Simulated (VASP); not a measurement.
A run of VASP 6.6.1 is set up as follows.

File INCAR:

```
PREC = Accurate
ENCUT = 500
EDIFF = 1E-6
ISMEAR = 0
SIGMA = 0.01
LREAL = F
LASPH = T
NELM = 120
ALGO = Normal
ISIF = 2
LWAVE = F
LCHARG = T
GGA = PE
LELF = T
LVHAR = T
NBANDS = 16
GGA_COMPAT = F
```

Contents of KPOINTS:

```
Automatic mesh
0
Gamma
  4 4 4
```

The input POSCAR:

```
ZnS
1.0
    0.0000000000      2.7045000000      2.7045000000
    2.7045000000      0.0000000000      2.7045000000
    2.7045000000      2.7045000000      0.0000000000
Zn S
1 1
Direct
    0.0000000000      0.0000000000      0.0000000000
    0.2500000000      0.2500000000      0.2500000000
```

Potentials or basis: VASP PAW PBE potentials, release 64 (Zn, S).

Command:

```sh
$ cat potpaw_PBE.64/Zn/POTCAR potpaw_PBE.64/S/POTCAR > POTCAR
$ mpirun -np 1 vasp_std > vasp.out
```

(1) Predict the pressure.

(2) What does it give for the band gap on the k mesh?

Results:

(1) 1.8 GPa.

(2) 2.09 eV, direct.

Caveat: the k points lie up to 0.50 Å⁻¹ apart.
